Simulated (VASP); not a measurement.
Write the native input for VASP 6.6.1 that does the following.

* Task: single point
* Functional: PBE
* Potentials or basis: VASP PAW PBE potentials, release 64 (Cd, Te, O)
* Cutoff: 520 eV
* k mesh: 6 × 6 × 12
* Occupations: gaussian, width 0.1 eV
* Spin: no spin polarisation
* Dipole correction: no
* Further INCAR settings: ALGO = Normal; EDIFF = 1e-06; NBANDS = 33

The structure of Cd2TeO3 lies in POSCAR:

```
Cd2TeO3
1.0
    5.7536759618      0.0000000000      0.0000000000
   -2.8768379809      4.9828295480      0.0000000000
    0.0000000000      0.0000000000      3.1930055702
Cd Te O
2 1 3
Direct
    0.3333333333      0.6666666667      0.5000000000
    0.6666666667      0.3333333333      0.5000000000
    0.0000000000      0.0000000000      0.0000000000
    0.5000000000      0.0000000000      0.0000000000
    0.0000000000      0.5000000000      0.0000000000
    0.5000000000      0.5000000000      0.0000000000
```

The cell was generated, and may not be a known phase.

The input as run:

INCAR

```
SYSTEM = Cd2TeO3
ALGO     = Normal         ! electronic algorithm
EDIFF    = 1E-6           ! SCF threshold, eV
ENCUT    = 520            ! plane-wave cutoff, eV
GGA      = PE             ! functional
ISIF     = 2              ! what is computed and relaxed
ISMEAR   = 0              ! smearing method
LASPH    = .TRUE.         ! aspherical terms in the spheres
LCHARG   = .FALSE.        ! write CHGCAR
LREAL    = .FALSE.        ! projectors in reciprocal space
LWAVE    = .FALSE.        ! write WAVECAR
NBANDS   = 33             ! bands
NELM     = 80             ! most SCF steps
PREC     = Accurate       ! precision mode
SIGMA    = 0.1            ! smearing width, eV
```

KPOINTS

```
k-points
0
G
  6 6 12
  0 0 0
```

Potentials or basis: VASP PAW PBE potentials, release 64 (Cd, Te, O).

Command:

```console
$ cat potpaw_PBE.64/Cd/POTCAR potpaw_PBE.64/Te/POTCAR potpaw_PBE.64/O/POTCAR > POTCAR
$ mpirun -np 1 vasp_std > vasp.out
```

Results of the run:

The pressure is 0.9 GPa and the band gap on the k mesh is zero (bands 24 and 25 overlap by 1.81 eV).

Caveat: spin-orbit coupling is left out, which moves the levels of the heavy elements.

Wall time 4.7 min on 1 thread of AMD EPYC 7R13, with other jobs on the host, peak memory 0.28 GiB.
